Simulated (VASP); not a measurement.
# KTaO3 (Pm-3m) in VASP: single point with PBE

Aim: the single point of KTaO3 with PBE.

All numbers are computed with VASP 6.6.1; they aren't measurements. Logs are shortened: lines on timing, memory, paths and dates and some standing lists are left out, and cuts for length are marked.

## (1) The cell of the first run

It takes space group Pm-3m (No. 221, cubic). The conventional cell has a = 4.024 Å, b = 4.024 Å, c = 4.024 Å, α = 90.00°, β = 90.00°, γ = 90.00°. Within 3.7 Å of K (site symmetry m-3m) lie 12 O at 2.85 Å and 8 Ta at 3.49 Å. Ta (site symmetry m-3m) has 6 O at 2.01 Å within 2.7 Å. Within 2.7 Å of O (site symmetry 4/mmm) lie 2 Ta at 2.01 Å.

## (2) Single point, PBE

Input file INCAR:

```
SYSTEM = KTaO3
ALGO = Normal
EDIFF = 1E-6
ENCUT = 600
GGA = PE
GGA_COMPAT = .FALSE.
ISIF = 2
ISMEAR = 0
LASPH = .TRUE.
LCHARG = .FALSE.
LREAL = .FALSE.
LWAVE = .FALSE.
NBANDS = 27
NELM = 120
PREC = Accurate
SIGMA = 0.01
```

Input file KPOINTS:

```
k-points
0
G
  7 7 7
  0 0 0
```

Input file POSCAR:

```
KTaO3
1.0
    4.0243805912      0.0000000000      0.0000000000
    0.0000000000      4.0243805912      0.0000000000
    0.0000000000      0.0000000000      4.0243805912
K Ta O
1 1 3
Direct
    0.5000000000      0.5000000000      0.5000000000
    0.0000000000      0.0000000000      0.0000000000
    0.0000000000      0.5000000000      0.0000000000
    0.0000000000      0.0000000000      0.5000000000
    0.5000000000      0.0000000000      0.0000000000
```

Potentials or basis: VASP PAW PBE potentials, release 64 (K_sv, Ta_pv, O).

Launch:

```sh
cat potpaw_PBE.64/K_sv/POTCAR potpaw_PBE.64/Ta_pv/POTCAR potpaw_PBE.64/O/POTCAR > POTCAR
mpirun -np 1 vasp_std > vasp.out
```

OUTCAR:

```text
SYSTEM = KTaO3
   EDIFF = 1E-6
   ENCUT = 600
   GGA = PE
   ISIF = 2
   ISMEAR = 0
   LASPH = .TRUE.
   LREAL = .FALSE.
   NELM = 120
   PREC = Accurate

 ion  position               nearest neighbor table
   1  0.500  0.500  0.500-   3 2.85   4 2.85   5 2.85   3 2.85   5 2.85   4 2.85   5 2.85   5 2.85
                             3 2.85   4 2.85   3 2.85   4 2.85   2 3.49   2 3.49   2 3.49   2 3.49
   2  0.000  0.000  0.000-   3 2.01   4 2.01   5 2.01   4 2.01   3 2.01   5 2.01   1 3.49   1 3.49
                             1 3.49   1 3.49   1 3.49   1 3.49   1 3.49   1 3.49
   3  0.000  0.500  0.000-   2 2.01   2 2.01   1 2.85   1 2.85   1 2.85   1 2.85
   4  0.000  0.000  0.500-   2 2.01   2 2.01   1 2.85   1 2.85   1 2.85   1 2.85
   5  0.500  0.000  0.000-   2 2.01   2 2.01   1 2.85   1 2.85   1 2.85   1 2.85

  LATTYP: Found a simple cubic cell.
 ALAT       =     4.0243805912

  Lattice vectors:

 A1 = (   4.0243805912,   0.0000000000,   0.0000000000)
 A2 = (   0.0000000000,   4.0243805912,   0.0000000000)
 A3 = (   0.0000000000,   0.0000000000,   4.0243805912)

Analysis of symmetry for initial positions (statically):
=====================================================================
 Subroutine PRICEL returns:
 Original cell was already a primitive cell.

 Routine SETGRP: Setting up the symmetry group for a
 simple cubic supercell.

 Subroutine GETGRP returns: Found 48 space group operations
 (whereof 48 operations were pure point group operations)
 out of a pool of 48 trial point group operations.

The static configuration has the point symmetry O_h .

Analysis of symmetry for dynamics (positions and initial velocities):
=====================================================================
 Subroutine PRICEL returns:
 Original cell was already a primitive cell.

 Routine SETGRP: Setting up the symmetry group for a
 simple cubic supercell.

 Subroutine GETGRP returns: Found 48 space group operations
 (whereof 48 operations were pure point group operations)
 out of a pool of 48 trial point group operations.

The dynamic configuration has the point symmetry O_h .

 Subroutine INISYM returns: Found 48 space group operations
 (whereof 48 operations are pure point group operations),
 and found     1 'primitive' translations

----------------------------------------------------------------------------------------

[... 93 lines left out ...]
   EDIFF  = 0.1E-05   stopping-criterion for ELM
   LREAL  =      F    real-space projection
   EDIFFG = 0.1E-04   stopping-criterion for IOM
   NSW    =      0    number of steps for IOM
   IBRION =     -1    ionic relax: 0-MD 1-quasi-New 2-CG
   NFREE  =      0    steps in history (QN), initial steepest desc. (CG)
   ISIF   =      2    stress and relaxation
   ISYM   =      2    0-nonsym 1-usesym 2-fastsym
   POTIM  = 0.5000    time-step for ionic-motion
   TEBEG  =    0.0;   TEEND  =   0.0 temperature during run
   PSTRESS=    0.0 pullay stress
   NELECT =      38.0000    total number of electrons
   NUPDOWN=      -1.0000    fix difference up-down
   EMIN   =  10.00;   EMAX   =-10.00  energy-range for DOS
   EFERMI =   0.00;   METHOD = LEGACY
   ISMEAR =     0;   SIGMA  =   0.01  broadening in eV -4-tet -1-fermi 0-gaus
   EFERMI_NEDOS =   21; number of points for ismear=-14 and -15
   IALGO  =     38    algorithm
   IMIX   =      4    mixing-type and parameters
     AMIX     =   0.40;   BMIX     =  1.00
     AMIX_MAG =   1.60;   BMIX_MAG =  1.00
  volume/ion in A,a.u.               =      13.04        87.97
  Fermi-wavevector in a.u.,A,eV,Ry     =   1.367635  2.584456 25.448697  1.870426
  Thomas-Fermi vector in A             =   2.493670
   LORBIT       =      0    0 simple, 1 ext, 2 COOP (PROOUT), +10 PAW based schemes
   GGA     = PE    functional components
   LHFCALC =     F    Hartree Fock is set to
   AEXX    =    0.0000 exact exchange contribution
   IVDW    =     0    specifies the selected vdW correction
   LEPSILON=     F    determine dielectric tensor
   LRPA    =     F    only Hartree local field effects (RPA)
 non-spin polarized calculation
 Gauss-broadening in eV      SIGMA  =   0.01
  energy-cutoff  :      600.00
  volume of cell :       65.18
 maximum number of plane-waves:      2212
   NGX = 17   NGY = 17   NGZ = 17

 number of electron      38.0000006 magnetization

 Free energy of the ion-electron system (eV)
  ---------------------------------------------------
  ext. energy  EPLUGINS =         0.00000000
  ---------------------------------------------------
  free energy    TOTEN  =       -41.07528995 eV

  energy without entropy =      -41.07528995  energy(sigma->0) =      -41.07528995

 E-fermi :   1.6298     XC(G=0): -10.7336

 val. band max:        1.5612519634   @ k =   0.4286   0.4286   0.4286
 cond. band min:       3.7340691110   @ k =   0.0000   0.0000   0.0000
 fundamental gap:      2.1728171477
 Fermi energy:         1.6297897975

 k-point     1 :       0.0000    0.0000    0.0000
  band No.  band energies     occupation
      1     -32.6279      2.00000
      2     -32.6279      2.00000
      3     -32.6279      2.00000
      4     -25.7275      2.00000
      5     -15.8363      2.00000
      6     -15.1385      2.00000
[... 589 lines left out ...]
     26      12.5293      0.00000
     27      13.5105      0.00000

------------------------ aborting loop because EDIFF is reached ----------------------------------------

  FORCE on cell =-STRESS in cart. coord.  units (eV):
  Direction    XX          YY          ZZ          XY          YZ          ZX
  --------------------------------------------------------------------------------------
  -------------------------------------------------------------------------------------
  Total        0.1701023      0.1701023      0.1701023      0.0000000     -0.0000000      0.0000000
  in kB        4.1814188      4.1814188      4.1814188      0.0000000     -0.0000000      0.0000000
  external PRESSURE =       4.1814188 kB  Pullay stress =       0.0000000 kB

 VOLUME and BASIS-vectors are now :
 -----------------------------------------------------------------------------
  energy-cutoff  :      600.00
  volume of cell :       65.18
      direct lattice vectors                 reciprocal lattice vectors
     4.024380591  0.000000000  0.000000000     0.248485444  0.000000000  0.000000000
     0.000000000  4.024380591  0.000000000     0.000000000  0.248485444  0.000000000
     0.000000000  0.000000000  4.024380591     0.000000000  0.000000000  0.248485444

 POSITION                                       TOTAL-FORCE (eV/Angst)
 -----------------------------------------------------------------------------------
      2.01219      2.01219      2.01219         0.000000      0.000000      0.000000
      0.00000      0.00000      0.00000         0.000000      0.000000      0.000000
      0.00000      2.01219      0.00000         0.000000      0.000000      0.000000
      0.00000      0.00000      2.01219         0.000000      0.000000      0.000000
      2.01219      0.00000      0.00000         0.000000      0.000000      0.000000
 -----------------------------------------------------------------------------------
    total drift:                                0.000000      0.000000     -0.000000

  FREE ENERGIE OF THE ION-ELECTRON SYSTEM (eV)
  ---------------------------------------------------
  free  energy   TOTEN  =       -41.0752899547 eV

  energy  without entropy=      -41.0752899547  energy(sigma->0) =      -41.07528995
```

OSZICAR:

```text
N       E                     dE             d eps       ncg     rms          rms(c)
DAV:   1     0.352886558115E+03    0.35289E+03   -0.22491E+04  1080   0.157E+03
DAV:   2    -0.282233071260E+02   -0.38111E+03   -0.37102E+03  1268   0.433E+02
DAV:   3    -0.488177054180E+02   -0.20594E+02   -0.20497E+02  1405   0.957E+01
DAV:   4    -0.497382914962E+02   -0.92059E+00   -0.91905E+00  1888   0.124E+01
DAV:   5    -0.497419962659E+02   -0.37048E-02   -0.37041E-02  1399   0.879E-01    0.323E+01
DAV:   6    -0.413397907512E+02    0.84022E+01   -0.35005E+01  1264   0.394E+01    0.121E+01
DAV:   7    -0.411477396656E+02    0.19205E+00   -0.18267E+00  1430   0.868E+00    0.886E+00
DAV:   8    -0.411048117102E+02    0.42928E-01   -0.47614E-01  1293   0.575E+00    0.337E+00
DAV:   9    -0.410776746435E+02    0.27137E-01   -0.44625E-02  1263   0.169E+00    0.577E-01
DAV:  10    -0.410753693614E+02    0.23053E-02   -0.17705E-02  1433   0.830E-01    0.128E-01
DAV:  11    -0.410752646301E+02    0.10473E-03   -0.14824E-03  1448   0.242E-01    0.354E-02
DAV:  12    -0.410752794698E+02   -0.14840E-04   -0.68824E-05  1378   0.702E-02    0.160E-02
DAV:  13    -0.410752897685E+02   -0.10299E-04   -0.16999E-05  1423   0.267E-02    0.343E-03
DAV:  14    -0.410752899547E+02   -0.18620E-06   -0.41047E-07  1157   0.390E-03
   1 F= -.41075290E+02 E0= -.41075290E+02  d E =-.523023E-24
```

Wall time 49 s (1 thread of Intel Xeon 8259CL, shared host); peak memory 0.2 GiB.

Results:

| Quantity | Value |
| --- | --- |
| Free energy | -41.0753 eV |
| Pressure | 0.4 GPa |
| Band gap on the k mesh | 2.17 eV (least direct gap 2.75 eV) |

Levels at points of the mesh, in eV from the valence-band top:
```tsv
k point	band 17	band 18	band 19	band 20	band 21	band 22
(0.00, 0.00, 0.00)	-0.57	-0.57	-0.57	2.17	2.17	2.17
```

Caveat: spin-orbit coupling is left out, which moves the levels of the heavy elements; an odd mesh through Γ misses points on the zone boundary, where band edges can lie.
